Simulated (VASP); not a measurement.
A run of VASP 6.6.1 is set up as follows.

The input POSCAR:

```
CsBr
1.0
    4.3193779700      0.0000000000      0.0000000000
    0.0000000000      4.3193779700      0.0000000000
    0.0000000000      0.0000000000      4.3193779700
Cs Br
1 1
Direct
    0.0000000000      0.0000000000      0.0000000000
    0.5000000000      0.5000000000      0.5000000000
```

File INCAR.step1:

```
  ALGO = Normal
  EDIFF = 1E-5
  ENCUT = 400
  GGA = PE
  GGA_COMPAT = F
  ISIF = 2
  ISMEAR = 0
  LASPH = T
  LCHARG = F
  LREAL = F
  LWAVE = T
  NBANDS = 15
  NELM = 120
  PREC = Accurate
  SIGMA = 0.01
```

File INCAR.step2:

```
  ALGO = Normal
  EDIFF = 1E-6
  ENCUT = 400
  GGA = PE
  GGA_COMPAT = F
  HFSCREEN = 0.2079
  ISIF = 2
  ISMEAR = 0
  ISTART = 1
  LASPH = T
  LCHARG = F
  LHFCALC = T
  LREAL = F
  LWAVE = F
  NBANDS = 15
  NELM = 120
  PREC = Accurate
  PRECFOCK = Normal
  SIGMA = 0.01
```

KPOINTS

```
k-points
0
Gamma
  2 2 2
```

Potentials or basis: VASP PAW PBE potentials, release 64 (Cs_sv, Br).

Command:

```bash
$ cat potpaw_PBE.64/Cs_sv/POTCAR potpaw_PBE.64/Br/POTCAR > POTCAR
$ cp INCAR.step1 INCAR
$ mpirun -np 1 vasp_std > vasp.out
$ cp INCAR.step2 INCAR
$ mpirun -np 1 vasp_std > vasp.out
```

Problem. Estimate the band gap on the k mesh.

Solution. 5.61 eV.

Problem. What does it give for the pressure?

Solution. 0.9 GPa.

Caveat: the k points lie up to 0.73 Å⁻¹ apart; the PAW data sets were made with another functional, which shifts forces and pressure a little; spin-orbit coupling is left out, which moves the levels of the heavy elements.
